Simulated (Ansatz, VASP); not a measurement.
## SiO2: VASP beside Ansatz

```
CELL_PARAMETERS angstrom
-4.47204 4.47204 2.61177
4.47204 -4.47204 2.61177
4.47204 4.47204 -2.61177
ATOMIC_POSITIONS crystal
Si 0.82311 0.82311 0.64622
Si 0.17689 0.82311 0.00000
Si 0.82311 0.17689 0.00000
Si 0.17689 0.17689 0.35378
O 0.00000 0.79145 0.79145
O 0.20855 0.00000 0.20855
O 0.79145 0.00000 0.79145
O 0.00000 0.20855 0.20855
O 0.00000 0.00000 0.50000
O 0.50000 0.00000 0.00000
O 0.00000 0.50000 0.00000
O 0.50000 0.50000 0.50000
```

Alike in both runs: task single point; functional PBE; k mesh 4 × 4 × 4; occupations fermi-dirac, width 0.03 eV; no spin polarisation.

|  | VASP | Ansatz |
| --- | --- | --- |
| version | VASP 6.6.1 | Ansatz 0.2.0 |
| potentials or method | VASP PAW PBE potentials, release 64 (Si, O), cutoff 520 eV | all-electron LAPW, scalar-relativistic |

```tsv
	VASP	Ansatz	Ansatz less VASP
gap on the k mesh at the Fermi level (eV)	5.45	5.46	+0.008
least direct gap on the mesh (eV)	5.46	5.47	+0.007
pressure (GPa)	3.7	3.7	-0.06
traceless stress, the component that is largest in VASP (GPa)	0.13	0.15	+0.018
rms of the force components (eV/Å)	0.068	0.074	+0.0055
```

Atom by atom the forces differ by 0.011 eV/Å (rms over components). Ansatz ran all-electron here, and VASP with PAW potentials.
